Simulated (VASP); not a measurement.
# TaN (P-6m2) in VASP: notebook

The runs below take TaN through single point, with PBEsol.

Program: VASP 6.6.1. These are calculated values, not measurements. Logs are shortened: lines on timing, memory, paths and dates and some standing lists are left out, and cuts for length are marked.

## 1. The cell of the first run

It takes space group P-6m2 (No. 187, hexagonal). Conventional cell: a = 2.778 Å, b = 2.778 Å, c = 3.014 Å, α = 90.00°, β = 90.00°, γ = 120.00°. Ta (site symmetry -6m2) has 6 N at 2.20 Å and 6 Ta at 2.78 Å within 2.9 Å. Within 2.9 Å of N (site symmetry -6m2) lie 6 Ta at 2.20 Å and 6 N at 2.78 Å.

## 2. Single point, PBEsol

Contents of INCAR:

```
ALGO = Normal
EDIFF = 1E-7
ENCUT = 520
GGA = PS
ISIF = 2
ISMEAR = 0
LASPH = True
LCHARG = False
LREAL = False
LWAVE = False
NBANDS = 15
NELM = 60
PREC = Accurate
SIGMA = 0.15
```

Contents of KPOINTS:

```
k-points
0
Gamma
  18 18 16
```

Contents of POSCAR:

```
TaN
1.0
    2.7778000000      0.0000000000      0.0000000000
   -1.3889000000      2.4056453666      0.0000000000
    0.0000000000      0.0000000000      3.0143000000
Ta N
1 1
Direct
    0.3333333333      0.6666666667      0.5000000000
    0.0000000000      0.0000000000      0.0000000000
```

Potentials or basis: VASP PAW PBE potentials, release 64 (Ta_pv, N).

Run with:

```bash
$ cat potpaw_PBE.64/Ta_pv/POTCAR potpaw_PBE.64/N/POTCAR > POTCAR
$ mpirun -np 1 vasp_std > vasp.out
```

OUTCAR:

```text
EDIFF = 1E-7
   ENCUT = 520
   GGA = PS
   ISIF = 2
   ISMEAR = 0
   LASPH = True
   LREAL = False
   NELM = 60
   PREC = Accurate

 ion  position               nearest neighbor table
   1  0.333  0.667  0.500-   2 2.20   2 2.20   2 2.20   2 2.20   2 2.20   2 2.20
   2  0.000  0.000  0.000-   1 2.20   1 2.20   1 2.20   1 2.20   1 2.20   1 2.20

  LATTYP: Found a hexagonal cell.
 ALAT       =     2.7778000000
 C/A-ratio  =     1.0851393189

  Lattice vectors:

 A1 = (   2.7778000000,   0.0000000000,   0.0000000000)
 A2 = (  -1.3889000000,   2.4056453666,   0.0000000000)
 A3 = (   0.0000000000,   0.0000000000,   3.0143000000)

Analysis of symmetry for initial positions (statically):
=====================================================================
 Subroutine PRICEL returns:
 Original cell was already a primitive cell.

 Routine SETGRP: Setting up the symmetry group for a
 hexagonal supercell.

 Subroutine GETGRP returns: Found 12 space group operations
 (whereof 12 operations were pure point group operations)
 out of a pool of 24 trial point group operations.

The static configuration has the point symmetry D_3h.

Analysis of symmetry for dynamics (positions and initial velocities):
=====================================================================
 Subroutine PRICEL returns:
 Original cell was already a primitive cell.

 Routine SETGRP: Setting up the symmetry group for a
 hexagonal supercell.

 Subroutine GETGRP returns: Found 12 space group operations
 (whereof 12 operations were pure point group operations)
 out of a pool of 24 trial point group operations.

The dynamic configuration has the point symmetry D_3h.

 Subroutine INISYM returns: Found 12 space group operations
 (whereof 12 operations are pure point group operations),
 and found     1 'primitive' translations

----------------------------------------------------------------------------------------

                                     Primitive cell

  volume of cell :      20.1428

  direct lattice vectors                    reciprocal lattice vectors
     2.777800000  0.000000000  0.000000000     0.359997120  0.207844434  0.000000000
    -1.388900000  2.405645367  0.000000000     0.000000000  0.415688868  0.000000000
     0.000000000  0.000000000  3.014300000     0.000000000  0.000000000  0.331751982

  length of vectors
     2.777800000  2.777800000  3.014300000     0.415688868  0.415688868  0.331751982

  position of ions in fractional coordinates (direct lattice)
     0.333333333  0.666666667  0.500000000
     0.000000000  0.000000000  0.000000000

  ion indices of the primitive-cell ions
   primitive index   ion index
                 1           1
                 2           2

----------------------------------------------------------------------------------------

 KPOINTS: k-points

Automatic generation of k-mesh.
 Grid dimensions read from file:
 generate k-points for:   18   18   16

 Generating k-lattice:

  Cartesian coordinates                     Fractional coordinates (reciprocal lattice)
     0.019999840  0.011546913  0.000000000     0.055555556  0.000000000  0.000000000
     0.000000000  0.023093826  0.000000000     0.000000000  0.055555556  0.000000000
     0.000000000  0.000000000  0.020734499     0.000000000  0.000000000  0.062500000

  Length of vectors
     0.023093826  0.023093826  0.020734499

  Shift w.r.t. Gamma in fractional coordinates (k-lattice)
     0.000000000  0.000000000  0.000000000

 Subroutine IBZKPT returns following result:
 ===========================================

 Found    333 irreducible k-points:

 Following reciprocal coordinates:
            Coordinates               Weight
  0.000000  0.000000  0.000000      1.000000
  0.055556 -0.000000  0.000000      6.000000
  0.111111 -0.000000  0.000000      6.000000
  0.166667 -0.000000  0.000000      6.000000
  0.222222  0.000000  0.000000      6.000000
  0.277778  0.000000  0.000000      6.000000
[... 16 lines left out ...]
  0.333333  0.111111  0.000000     12.000000
  0.388889  0.111111  0.000000     12.000000
 [... further k-points ...]
   k-points           NKPTS =    333   k-points in BZ     NKDIM =    333   number of bands    NBANDS=     15
   number of dos      NEDOS =    301   number of ions     NIONS =      2
   total plane-waves  NPLWV =  13824
   dimension x,y,z NGX =    24 NGY =   24 NGZ =   24
   dimension x,y,z NGXF=    48 NGYF=   48 NGZF=   48
   ions per type =               1   1
   NGX,Y,Z   is equivalent  to a cutoff of  14.36, 14.36, 13.24 a.u.
   NGXF,Y,Z  is equivalent  to a cutoff of  28.73, 28.73, 26.47 a.u.
 SYSTEM =  unknown system
   PREC   = accura    normal or accurate (medium, high low for compatibility)
   ISTART =      0    job   : 0-new  1-cont  2-samecut
   ICHARG =      2    charge: 1-file 2-atom 10-const
   ISPIN  =      1    spin polarized calculation?
   LNONCOLLINEAR =      F non collinear calculations
   LSORBIT =      F    spin-orbit coupling
   LASPH  =      T    aspherical Exc in radial PAW
   ENCUT  =  520.0 eV  38.22 Ry    6.18 a.u.   5.16  5.16  5.60*2*pi/ulx,y,z
   NELM   =     60;   NELMIN=  2; NELMDL= -5     # of ELM steps
   EDIFF  = 0.1E-06   stopping-criterion for ELM
   LREAL  =      F    real-space projection
   EDIFFG = 0.1E-05   stopping-criterion for IOM
   NSW    =      0    number of steps for IOM
   IBRION =     -1    ionic relax: 0-MD 1-quasi-New 2-CG
   NFREE  =      0    steps in history (QN), initial steepest desc. (CG)
   ISIF   =      2    stress and relaxation
   ISYM   =      2    0-nonsym 1-usesym 2-fastsym
   POTIM  = 0.5000    time-step for ionic-motion
   TEBEG  =    0.0;   TEEND  =   0.0 temperature during run
   PSTRESS=    0.0 pullay stress
   NELECT =      16.0000    total number of electrons
   NUPDOWN=      -1.0000    fix difference up-down
   EMIN   =  10.00;   EMAX   =-10.00  energy-range for DOS
   EFERMI =   0.00;   METHOD = LEGACY
   ISMEAR =     0;   SIGMA  =   0.15  broadening in eV -4-tet -1-fermi 0-gaus
   EFERMI_NEDOS =   21; number of points for ismear=-14 and -15
   IALGO  =     38    algorithm
   IMIX   =      4    mixing-type and parameters
     AMIX     =   0.40;   BMIX     =  1.00
     AMIX_MAG =   1.60;   BMIX_MAG =  1.00
  volume/ion in A,a.u.               =      10.07        67.97
  Fermi-wavevector in a.u.,A,eV,Ry     =   1.516149  2.865106 31.275807  2.298707
  Thomas-Fermi vector in A             =   2.625577
   LORBIT       =      0    0 simple, 1 ext, 2 COOP (PROOUT), +10 PAW based schemes
   GGA     = PS    functional components
   LHFCALC =     F    Hartree Fock is set to
   AEXX    =    0.0000 exact exchange contribution
   IVDW    =     0    specifies the selected vdW correction
   LEPSILON=     F    determine dielectric tensor
   LRPA    =     F    only Hartree local field effects (RPA)
 non-spin polarized calculation
 Gauss-broadening in eV      SIGMA  =   0.15
  energy-cutoff  :      520.00
  volume of cell :       20.14
 maximum number of plane-waves:       563
 NGX is ok and might be reduce to    24
   NGX = 11   NGY = 11   NGZ = 11

 number of electron      16.0000001 magnetization

 Free energy of the ion-electron system (eV)
  ---------------------------------------------------
  ext. energy  EPLUGINS =         0.00000000
  ---------------------------------------------------
  free energy    TOTEN  =       -23.44873231 eV

  energy without entropy =      -23.44811158  energy(sigma->0) =      -23.44842194

 E-fermi :   8.6949     XC(G=0): -13.8919

 val. band max:        8.6674779641   @ k =   0.0556  -0.0000   0.5000
 cond. band min:       8.7066375524   @ k =   0.3333   0.2778   0.0000
 fundamental gap:      0.0391595882
 Fermi energy:         8.6949006605

 k-point     1 :       0.0000    0.0000    0.0000
  band No.  band energies     occupation
      1     -26.0908      2.00000
      2     -25.3798      2.00000
      3     -25.3798      2.00000
      4      -9.3257      2.00000
      5       3.8286      2.00000
      6       4.8109      2.00000
      7       4.8109      2.00000
      8       5.2775      2.00000
      9      12.0944      0.00000
     10      12.0944      0.00000
     11      12.5265      0.00000
     12      13.0688      0.00000
     13      13.0688      0.00000
     14      22.1462      0.00000
     15      22.4735      0.00000

 k-point     2 :       0.0556   -0.0000    0.0000
  band No.  band energies     occupation
      1     -26.0829      2.00000
      2     -25.4364      2.00000
      3     -25.3916      2.00000
      4      -9.2469      2.00000
      5       3.9311      2.00000
      6       4.6084      2.00000
      7       4.8696      2.00000
      8       5.1607      2.00000
      9      11.9108      0.00000
     10      12.1184      0.00000
     11      12.8018      0.00000
     12      13.0200      0.00000
     13      13.1598      0.00000
     14      22.1722      0.00000
     15      22.4935      0.00000

 k-point     3 :       0.1111   -0.0000    0.0000
  band No.  band energies     occupation
      1     -26.0600      2.00000
      2     -25.5969      2.00000
      3     -25.4253      2.00000
      4      -9.0202      2.00000
      5       3.9106      2.00000
      6       4.4038      2.00000
      7       4.8430      2.00000
      8       5.0335      2.00000
      9      11.4596      0.00000
     10      12.2048      0.00000
     11      12.8824      0.00000
     12      13.3879      0.00000
     13      13.4828      0.00000
     14      22.2155      0.00000
     15      22.5363      0.00000
[... 343 lines left out ...]
 k-point    23 :       0.3333    0.1111    0.0000
  band No.  band energies     occupation
      1     -26.8334      2.00000
      2     -25.8442      2.00000
      3     -25.8344      2.00000
      4      -6.7358      2.00000
      5       0.7864      2.00000
      6       2.7187      2.00000
      7       4.7498      2.00000
      8       6.4929      2.00000
      9      10.7898      0.00000
     10      11.3595      0.00000
     11      14.8448      0.00000
     12      14.9889      0.00000
     13      17.4271      0.00000
     14      22.2861      0.00000
     15      23.2678      0.00000

 k-point    24 :       0.3889    0.1111    0.0000
  band No.  band energies     occupation
      1     -26.9470      2.00000
      2     -25.8761      2.00000
      3     -25.8218      2.00000
      4      -6.4588      2.00000
      5       0.5186      2.00000
      6       2.5487      2.00000
      7       4.5152      2.00000
      8       6.5085      2.00000
      9      10.5956      0.00000
     10      12.4695      0.00000
     11      14.4783      0.00000
     12      15.0344      0.00000
     13      18.4233      0.00000
     14      22.1209      0.00000
     15      22.5437      0.00000

 [... further k-points ...]
[... 5 lines left out ...]
  --------------------------------------------------------------------------------------
  -------------------------------------------------------------------------------------
  Total        5.6020943      5.6020943     -2.9770011      0.0000000     -0.0000000     -0.0000000
  in kB      445.5966825    445.5966825   -236.7939101      0.0000000     -0.0000000     -0.0000000
  external PRESSURE =     218.1331516 kB  Pullay stress =       0.0000000 kB

 VOLUME and BASIS-vectors are now :
 -----------------------------------------------------------------------------
  energy-cutoff  :      520.00
  volume of cell :       20.14
      direct lattice vectors                 reciprocal lattice vectors
     2.777800000  0.000000000  0.000000000     0.359997120  0.207844434  0.000000000
    -1.388900000  2.405645367  0.000000000     0.000000000  0.415688868  0.000000000
     0.000000000  0.000000000  3.014300000     0.000000000  0.000000000  0.331751982

 POSITION                                       TOTAL-FORCE (eV/Angst)
 -----------------------------------------------------------------------------------
     -0.00000      1.60376      1.50715        -0.000000      0.000000      0.000000
      0.00000      0.00000      0.00000         0.000000     -0.000000      0.000000
 -----------------------------------------------------------------------------------
    total drift:                                0.000000     -0.000000     -0.000000

  FREE ENERGIE OF THE ION-ELECTRON SYSTEM (eV)
  ---------------------------------------------------
  free  energy   TOTEN  =       -23.4487323065 eV

  energy  without entropy=      -23.4481115770  energy(sigma->0) =      -23.44842194
```

It took 28 s on 1 thread of Intel Xeon 6975P-C (Granite Rapids), shared host; peak memory 0.22 GiB.

What came out:

- Free energy: -23.4487 eV
- Pressure: 21.8 GPa
- Band gap on the k mesh: zero (band 8 reaches 8.86 eV, above the bottom of band 9 at 8.53 eV)

Stress tensor (GPa, compression positive):
```
 44.56   0.00   0.00
  0.00  44.56   0.00
  0.00   0.00 -23.68
```

Caveat: the PAW data sets were made with another functional, which shifts forces and pressure a little; spin-orbit coupling is left out, which moves the levels of the heavy elements.

(Part 1 of 2 ends here.)
